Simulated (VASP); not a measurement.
# Ti9Ni in VASP: a series of runs

Runs on Ti9Ni. Level: PBE. Tasks: single point.

Program: VASP 6.6.1. These are calculated values, not measurements. Logs are shortened: lines on timing, memory, paths and dates and some standing lists are left out, and cuts for length are marked.

**1. The cell of the first run**

The cell holds a disordered packing, 20 atoms: a = 7.337 Å, b = 6.939 Å, c = 7.060 Å, α = 89.51°, β = 88.05°, γ = 92.60°.

**2. Single point, PBE**

File INCAR:

```
SYSTEM = Ti9Ni
PREC = Accurate
ENCUT = 400
EDIFF = 1E-6
ISMEAR = -1
SIGMA = 0.05
LREAL = Auto
LASPH = .True.
NELM = 120
ALGO = Normal
ISIF = 2
LWAVE = .False.
LCHARG = .True.
GGA = PE
LELF = .True.
LVHAR = .True.
NBANDS = 134
ISYM = -1
GGA_COMPAT = .False.
```

File KPOINTS:

```
explicit points
1
Reciprocal
  0.25000000   0.25000000   0.25000000 1
```

File POSCAR:

```
Ti9Ni
1.0
    7.3338560000     -0.1618810000      0.1227960000
   -0.1618810000      6.9367480000      0.0315590000
    0.1227960000      0.0315590000      7.0584070000
Ti Ni
18 2
Direct
    0.1967669299      0.2185438486      0.5945125838
    0.9810090261      0.0549486726      0.8931090104
    0.7716258236      0.1379227334      0.5217628754
    0.5489343547      0.5591399776      0.0223999776
    0.7098791020      0.9673448779      0.1361986138
    0.2016890855      0.7126816453      0.7083447961
    0.3109157784      0.9011284151      0.0606047617
    0.2342187293      0.5631234910      0.3182233984
    0.4572360124      0.2411468390      0.2958892698
    0.4444179604      0.9094859463      0.4697235205
    0.9426240161      0.2783912254      0.2305568087
    0.4917968957      0.4571997869      0.6340462572
    0.7554362958      0.6326884271      0.3738902320
    0.2537990314      0.3835843929      0.9637811980
    0.7174452013      0.7922967842      0.7454803194
    0.5518658742      0.1449146201      0.8158496269
    0.9579895055      0.6448281353      0.0406229889
    0.0511598451      0.9161134555      0.3721165627
    0.9712217063      0.5084310939      0.5507768654
    0.8755743176      0.3857676328      0.8425802784
```

Potentials or basis: VASP PAW PBE potentials, release 64 (Ti_sv, Ni).

Command:

```console
cat potpaw_PBE.64/Ti_sv/POTCAR potpaw_PBE.64/Ni/POTCAR > POTCAR
mpirun -np 1 vasp_std > vasp.out
```

OUTCAR:

```text
SYSTEM = Ti9Ni
   PREC = Accurate
   ENCUT = 400
   EDIFF = 1E-6
   ISMEAR = -1
   LREAL = Auto
   LASPH = .True.
   NELM = 120
   ISIF = 2
   GGA = PE
   ISYM = -1

 ion  position               nearest neighbor table
   1  0.197  0.219  0.595-  19 2.68  12 2.69   2 2.79   9 2.80  18 2.82  14 2.89
   2  0.981  0.055  0.893-  20 2.48   5 2.63   1 2.79  15 2.83  11 2.87
   3  0.772  0.138  0.522-  11 2.54  16 2.59  18 2.80  10 2.85  15 2.87  19 2.91  20 2.96
   4  0.549  0.559  0.022-  14 2.48  15 2.75  12 2.88  20 2.98
   5  0.710  0.967  0.136-   2 2.63  11 2.79  16 2.87  13 2.89   9 2.92
   6  0.202  0.713  0.708-  19 2.46  10 2.72  12 2.87
   7  0.311  0.901  0.061-  18 2.87  16 2.91
   8  0.234  0.563  0.318-  19 2.50  14 2.81   9 2.83  18 2.87
   9  0.457  0.241  0.296-  10 2.60   1 2.80   8 2.83  12 2.84   5 2.92
  10  0.444  0.909  0.470-   9 2.60   6 2.72   3 2.85
  11  0.943  0.278  0.231-   3 2.54  19 2.79   5 2.79  18 2.85  17 2.86   2 2.87  20 2.90
  12  0.492  0.457  0.634-  16 2.57   1 2.69   9 2.84  13 2.85   6 2.87   4 2.88  14 2.89
  13  0.755  0.633  0.374-  19 2.25  17 2.74  12 2.85  18 2.86  15 2.87   5 2.89
  14  0.254  0.384  0.964-   4 2.48   8 2.81  12 2.89   1 2.89  20 2.93
  15  0.717  0.792  0.745-   4 2.75  16 2.82   2 2.83   3 2.87  13 2.87
  16  0.552  0.145  0.816-  12 2.57   3 2.59  15 2.82  20 2.85   5 2.87   7 2.91
  17  0.958  0.645  0.041-  20 2.36  13 2.74  11 2.86
  18  0.051  0.916  0.372-   3 2.80   1 2.82  11 2.85  13 2.86   7 2.87   8 2.87
  19  0.971  0.508  0.551-  13 2.25  20 2.30   6 2.46   8 2.50   1 2.68  11 2.79   3 2.91
  20  0.876  0.386  0.843-  19 2.30  17 2.36   2 2.48  16 2.85  11 2.90  14 2.93   3 2.96   4 2.98

IMPORTANT INFORMATION: All symmetrisations will be switched off!
NOSYMM: (Re-)initialisation of all symmetry stuff for point group C_1.

----------------------------------------------------------------------------------------

                                     Primitive cell

  volume of cell :     358.7850

  direct lattice vectors                    reciprocal lattice vectors
     7.333856000 -0.161881000  0.122796000     0.136464443  0.003195500 -0.002388377
    -0.161881000  6.936748000  0.031559000     0.003195500  0.144237530 -0.000700496
     0.122796000  0.031559000  7.058407000    -0.002388377 -0.000700496  0.141719710

  length of vectors
     7.336670099  6.938708399  7.059545609     0.136522744  0.144274623  0.141741565

  position of ions in fractional coordinates (direct lattice)
     0.196766930  0.218543849  0.594512584
     0.981009026  0.054948673  0.893109010
     0.771625824  0.137922733  0.521762875
     0.548934355  0.559139978  0.022399978
     0.709879102  0.967344878  0.136198614
     0.201689085  0.712681645  0.708344796
[... 12 lines left out ...]
     0.971221706  0.508431094  0.550776865
     0.875574318  0.385767633  0.842580278

  ion indices of the primitive-cell ions
   primitive index   ion index
                 1           1
                 2           2
                 3           3
                 4           4
                 5           5
                 6           6
[... 12 lines left out ...]
                19          19
                20          20

----------------------------------------------------------------------------------------

 KPOINTS: explicit points

Read explicit list of k-points.

 Found      1 k-points:

 Following reciprocal coordinates:
            Coordinates               Weight
  0.250000  0.250000  0.250000      1.000000
   k-points           NKPTS =      1   k-points in BZ     NKDIM =      1   number of bands    NBANDS=    134
   number of dos      NEDOS =    301   number of ions     NIONS =     20
   total plane-waves  NPLWV = 110592
   dimension x,y,z NGX =    48 NGY =   48 NGZ =   48
   dimension x,y,z NGXF=    96 NGYF=   96 NGZF=   96
   ions per type =              18   2
   NGX,Y,Z   is equivalent  to a cutoff of  10.88, 11.50, 11.30 a.u.
   NGXF,Y,Z  is equivalent  to a cutoff of  21.75, 23.00, 22.61 a.u.
 SYSTEM =  Ti9Ni
   PREC   = accura    normal or accurate (medium, high low for compatibility)
   ISTART =      0    job   : 0-new  1-cont  2-samecut
   ICHARG =      2    charge: 1-file 2-atom 10-const
   ISPIN  =      1    spin polarized calculation?
   LNONCOLLINEAR =      F non collinear calculations
   LSORBIT =      F    spin-orbit coupling
   LASPH  =      T    aspherical Exc in radial PAW
   ENCUT  =  400.0 eV  29.40 Ry    5.42 a.u.  11.96 11.32 11.51*2*pi/ulx,y,z
   NELM   =    120;   NELMIN=  2; NELMDL= -5     # of ELM steps
   EDIFF  = 0.1E-05   stopping-criterion for ELM
   LREAL  =      T    real-space projection
   EDIFFG = 0.1E-04   stopping-criterion for IOM
   NSW    =      0    number of steps for IOM
   IBRION =     -1    ionic relax: 0-MD 1-quasi-New 2-CG
   NFREE  =      0    steps in history (QN), initial steepest desc. (CG)
   ISIF   =      2    stress and relaxation
   ISYM   =     -1    0-nonsym 1-usesym 2-fastsym
   POTIM  = 0.5000    time-step for ionic-motion
   TEBEG  =    0.0;   TEEND  =   0.0 temperature during run
   PSTRESS=    0.0 pullay stress
   NELECT =     236.0000    total number of electrons
   NUPDOWN=      -1.0000    fix difference up-down
   EMIN   =  10.00;   EMAX   =-10.00  energy-range for DOS
   EFERMI =   0.00;   METHOD = LEGACY
   ISMEAR =    -1;   SIGMA  =   0.05  broadening in eV -4-tet -1-fermi 0-gaus
   EFERMI_NEDOS =   21; number of points for ismear=-14 and -15
   IALGO  =     38    algorithm
   IMIX   =      4    mixing-type and parameters
     AMIX     =   0.40;   BMIX     =  1.00
     AMIX_MAG =   1.60;   BMIX_MAG =  1.00
  volume/ion in A,a.u.               =      17.94       121.06
  Fermi-wavevector in a.u.,A,eV,Ry     =   1.423751  2.690499 27.579924  2.027067
  Thomas-Fermi vector in A             =   2.544315
   LORBIT       =      0    0 simple, 1 ext, 2 COOP (PROOUT), +10 PAW based schemes
   GGA     = PE    functional components
   LHFCALC =     F    Hartree Fock is set to
   AEXX    =    0.0000 exact exchange contribution
   IVDW    =     0    specifies the selected vdW correction
   LEPSILON=     F    determine dielectric tensor
   LRPA    =     F    only Hartree local field effects (RPA)
 non-spin polarized calculation
  energy-cutoff  :      400.00
  volume of cell :      358.78
 maximum number of plane-waves:      6521
 NGX is ok and might be reduce to    48
   NGX = 23   NGY = 23   NGZ = 23

 number of electron     236.0000034 magnetization

 Free energy of the ion-electron system (eV)
  ---------------------------------------------------
  ext. energy  EPLUGINS =         0.00000000
  ---------------------------------------------------
  free energy    TOTEN  =      -149.56078172 eV

  energy without entropy =     -149.28262362  energy(sigma->0) =     -149.42170267

 E-fermi :   7.4828     XC(G=0): -11.2354

 val. band max:        7.4640569248   @ k =   0.2500   0.2500   0.2500
 cond. band min:       7.5084789375   @ k =   0.2500   0.2500   0.2500
 fundamental gap:      0.0444220127
 Fermi energy:         7.4827733389

 k-point     1 :       0.2500    0.2500    0.2500
  band No.  band energies     occupation
      1     -49.4032      2.00000
      2     -49.3330      2.00000
      3     -49.2707      2.00000
      4     -49.2595      2.00000
      5     -49.2413      2.00000
      6     -49.2165      2.00000
[... 122 lines left out ...]
    129       8.1967      0.00000
    130       8.2219      0.00000
 [bands above 130 left out]

------------------------ aborting loop because EDIFF is reached ----------------------------------------

  FORCE on cell =-STRESS in cart. coord.  units (eV):
  Direction    XX          YY          ZZ          XY          YZ          ZX
  --------------------------------------------------------------------------------------
  -------------------------------------------------------------------------------------
  Total      -18.2987059    -11.4829985     -8.5740591      3.7790040     -0.3376913     -2.9651417
  in kB      -81.7140405    -51.2780637    -38.2880090     16.8753840     -1.5079819    -13.2410296
  external PRESSURE =     -57.0933710 kB  Pullay stress =       0.0000000 kB

 VOLUME and BASIS-vectors are now :
 -----------------------------------------------------------------------------
  energy-cutoff  :      400.00
  volume of cell :      358.78
      direct lattice vectors                 reciprocal lattice vectors
     7.333856000 -0.161881000  0.122796000     0.136464443  0.003195500 -0.002388377
    -0.161881000  6.936748000  0.031559000     0.003195500  0.144237530 -0.000700496
     0.122796000  0.031559000  7.058407000    -0.002388377 -0.000700496  0.141719710

 POSITION                                       TOTAL-FORCE (eV/Angst)
 -----------------------------------------------------------------------------------
      1.48069      1.50289      4.22737        -0.452645     -0.120326      0.036128
      7.29535      0.25054      6.42613         0.676702      0.062776     -0.339513
      5.70074      0.84829      3.78192         0.463178     -0.125747     -0.020667
      3.93804      3.79046      0.24316         0.805679      0.139635      0.868089
      5.06628      6.59961      1.07904        -0.561225     -0.645177      0.409336
      1.45077      4.93340      5.04704        -0.089162      0.077670      0.580219
[... 12 lines left out ...]
      7.10813      3.38702      4.02291        -0.046322     -0.137050     -0.159903
      6.46235      2.56083      6.06697        -0.586652     -0.487123      0.258908
 -----------------------------------------------------------------------------------
    total drift:                                0.003686      0.002051     -0.005530

  FREE ENERGIE OF THE ION-ELECTRON SYSTEM (eV)
  ---------------------------------------------------
  free  energy   TOTEN  =      -149.5607817186 eV

  energy  without entropy=     -149.2826236174  energy(sigma->0) =     -149.42170267
```

It took 2.3 min on 1 thread of Intel Xeon Platinum 8259CL at 2.50GHz (Skylake/Cascade Lake), shared host; peak memory 0.32 GiB.

What came out:

- Free energy: -149.5608 eV
- Pressure: -5.7 GPa
- Largest force: 1.193 eV/Å

Forces on the atoms (eV/Å):
```
Ti  -0.453 -0.120  0.036
Ti   0.677  0.063 -0.340
Ti   0.463 -0.126 -0.021
Ti   0.806  0.140  0.868
Ti  -0.561 -0.645  0.409
Ti  -0.089  0.078  0.580
Ti   0.233  0.044 -0.155
Ti   0.639  0.542  0.264
Ti  -0.397  0.032 -0.682
Ti   0.078 -0.470 -0.179
Ti   0.197  0.743 -0.461
Ti   0.527  0.827 -0.432
Ti  -0.786  0.266 -0.438
Ti  -0.626 -0.708 -0.477
Ti   0.040 -0.079 -0.213
Ti  -0.195 -0.187  1.036
Ti   0.249  0.624  0.046
Ti  -0.169 -0.397  0.059
Ni  -0.046 -0.137 -0.160
Ni  -0.587 -0.487  0.259
```

Caveat: the atoms stand as in a frame of molecular dynamics. Spin polarisation is off, so any magnetic state and its effect on volume and gap are missing.

**3. Single point, PBE**

File INCAR:

```
SYSTEM = Ti9Ni
PREC = Accurate
ENCUT = 400
EDIFF = 1E-6
ISMEAR = -1
SIGMA = 0.05
LREAL = Auto
LASPH = .TRUE.
NELM = 120
ALGO = Normal
ISIF = 2
LWAVE = .FALSE.
LCHARG = .TRUE.
GGA = PE
LELF = .TRUE.
LVHAR = .TRUE.
ISYM = -1
NBANDS = 134
GGA_COMPAT = .FALSE.
```

KPOINTS is that of step 2.

File POSCAR:

```
Ti9Ni
1.0
    7.3338560000     -0.1618810000      0.1227960000
   -0.1618810000      6.9367480000      0.0315590000
    0.1227960000      0.0315590000      7.0584070000
Ti Ni
18 2
Direct
    0.1876689856      0.2336744238      0.5900203074
    1.0087352951      0.0362232298      0.8863925205
    0.7765284682      0.1386402692      0.5517790433
    0.5724461683      0.5576963551      0.0304218163
    0.7339638270      0.9635224221      0.1617150122
    0.2017156614      0.7013176945      0.7310693813
    0.3183971597      0.8943429449      0.0840272505
    0.2463556635      0.5684657834      0.3173869541
    0.4457545735      0.2221042101      0.2541988206
    0.4536708710      0.9065659976      0.5006756787
    0.9329172418      0.2758657726      0.2093611840
    0.5208660863      0.4408653142      0.5974123424
    0.7323794357      0.6173835247      0.3599412344
    0.2365216757      0.3711278059      0.9568522560
    0.7552635350      0.7839160868      0.7255131436
    0.5475095939      0.1421948611      0.8551754644
    0.9583238314      0.6561185382      0.0252055771
    0.0539150214      0.9043841035      0.3831932606
    0.9647106665      0.4854829189      0.5442713963
    0.8544883565      0.3618894649      0.8413260072
```

Potentials or basis: VASP PAW PBE potentials, release 64 (Ti_sv, Ni).

Command:

```console
cat potpaw_PBE.64/Ti_sv/POTCAR potpaw_PBE.64/Ni/POTCAR > POTCAR
mpirun -np 1 vasp_std > vasp.out
```

Run time: 2.4 min. Hardware: 1 thread of Intel Xeon Platinum 8259CL at 2.50GHz (Skylake/Cascade Lake), shared host; peak memory 0.32 GiB.

Results (log left out):

```yaml
Free_energy: -149.9901 eV
Pressure: -6.6 GPa
Largest_force: 1.185 eV/Å
```

Forces on the atoms (eV/Å):
```
Ti   0.338 -0.481 -0.456
Ti   0.390 -0.069 -0.368
Ti   0.180 -0.035 -0.706
Ti  -0.287 -0.144 -0.240
Ti  -1.020 -0.486  0.357
Ti  -0.018 -0.133 -0.447
Ti   0.262 -0.190 -0.242
Ti   0.457 -0.371  0.110
Ti  -0.179  0.426  0.195
Ti  -0.316 -0.198 -0.287
Ti   0.216  0.624  0.122
Ti  -0.192  0.421  0.708
Ti   0.441  0.680 -0.062
Ti   0.243 -0.024  0.203
Ti  -0.228 -0.286  0.062
Ti   0.013 -0.258  0.336
Ti   0.173 -0.065  0.489
Ti  -0.273  0.059 -0.041
Ni  -0.171  0.676 -0.230
Ni  -0.030 -0.146  0.497
```

Stress tensor (GPa, compression positive):
```
-9.32  1.61 -1.47
 1.61 -4.54 -0.66
-1.47 -0.66 -5.92
```

Levels at points of the mesh, in eV from the Fermi level:
```tsv
k point	band 116	band 117	band 118	band 119	band 120	band 121
(0.25, 0.25, 0.25)	-0.17	-0.10	-0.04	0.04	0.11	0.15
```

Caveat: the atoms stand as in a frame of molecular dynamics. Spin polarisation is off, so any magnetic state and its effect on volume and gap are missing.

**4. Single point, PBE**

File INCAR:

```
ALGO = Normal
EDIFF = 1E-6
ENCUT = 400
GGA = PE
GGA_COMPAT = F
ISIF = 2
ISMEAR = -1
ISYM = -1
LASPH = T
LCHARG = F
LREAL = Auto
LWAVE = F
NBANDS = 134
NELM = 120
PREC = Accurate
SIGMA = 0.05
```

KPOINTS is that of step 3.

File POSCAR:

```
Ti9Ni
1.0
    7.3338560000     -0.1618810000      0.1227960000
   -0.1618810000      6.9367480000      0.0315590000
    0.1227960000      0.0315590000      7.0584070000
Ti Ni
18 2
Direct
    0.1861518431      0.2478651359      0.5834297912
    1.0128414508      0.0377621199      0.8561892771
    0.7772862993      0.1277521943      0.5260339366
    0.5541089618      0.5338816779      0.0265233875
    0.7017747540      0.9607340647      0.1819733632
    0.1824544418      0.6810476564      0.7141525193
    0.3169242431      0.9042464137      0.0702022224
    0.2528169657      0.5757704124      0.3011504366
    0.4015587639      0.2181810021      0.2741881583
    0.4269329678      0.9014164866      0.4912806156
    0.9382793567      0.3323679627      0.2409391875
    0.5149478316      0.4521338076      0.6297406164
    0.7222191585      0.6560606093      0.3698608991
    0.2345557866      0.3643929993      0.9572456801
    0.7337425329      0.7685292237      0.7364751477
    0.5829285951      0.1197363369      0.8507008651
    0.9561911493      0.6772072378      0.0570115280
    0.0537579054      0.9194642545      0.3791170404
    0.9535953493      0.4951709836      0.5473126166
    0.8636274287      0.3542207418      0.8613343144
```

Command:

```console
cat potpaw_PBE.64/Ti_sv/POTCAR potpaw_PBE.64/Ni/POTCAR > POTCAR
mpirun -np 1 vasp_std > vasp.out
```

Wall time 2.3 min (1 thread of Intel Xeon Platinum 8259CL at 2.50GHz (Skylake/Cascade Lake), shared host); peak memory 0.32 GiB.

The run converged. Its results:

- Free energy: -149.9466 eV
- Pressure: -5.9 GPa
- Largest force: 1.139 eV/Å

Forces in eV/Å, atoms in the order of the input:
```
Ti   0.161 -0.536  0.028
Ti  -0.402 -0.452  0.267
Ti  -0.572  0.082  0.578
Ti   0.649  0.327  0.435
Ti  -0.094  0.544 -0.997
Ti   0.230  0.200  0.613
Ti   0.119 -0.905 -0.577
Ti   0.317  0.143  0.314
Ti   0.568  0.546 -0.104
Ti   0.196  0.212  0.392
Ti  -0.122 -0.793 -0.523
Ti  -0.033  0.030 -0.214
Ti  -0.137 -0.532  0.258
Ti  -0.064 -0.398 -0.037
Ti   0.325  0.083  0.202
Ti  -0.534  0.733  0.175
Ti   0.055 -0.047 -0.563
Ti  -0.117 -0.004  0.115
Ni  -0.564  0.446 -0.203
Ni   0.018  0.322 -0.160
```

Stress tensor (GPa, compression positive):
```
-8.34  1.65 -1.45
 1.65 -4.39 -0.52
-1.45 -0.52 -5.07
```

Levels at points of the mesh, in eV from the Fermi level:
| k point | band 114 | band 115 | band 116 | band 117 | band 118 | band 119 | band 120 | band 121 | band 122 | band 123 |
| --- | --- | --- | --- | --- | --- | --- | --- | --- | --- | --- |
| (0.25, 0.25, 0.25) | -0.30 | -0.26 | -0.17 | -0.12 | -0.03 | 0.02 | 0.15 | 0.19 | 0.24 | 0.32 |

Caveat: the atoms stand as in a frame of molecular dynamics.

**5. Summary**

| cell | pressure (GPa) | largest force (eV/Å) |
| --- | --- | --- |
| as given, atomic positions A | -5.7 | 1.19 |
| as given, atomic positions B | -6.6 | 1.18 |
| as given, atomic positions C | -5.9 | 1.14 |

Alike in all rows: task single point; level PBE; potentials or basis VASP PAW PBE potentials, release 64 (Ti_sv, Ni); no spin polarisation; k mesh 1 × 1 × 1, shifted; cutoff (eV) 400; smearing fermi-dirac 0.05 eV.

Caveats: the atoms stand as in a frame of molecular dynamics.

Absolute energies hang on the potentials; compare differences alone.
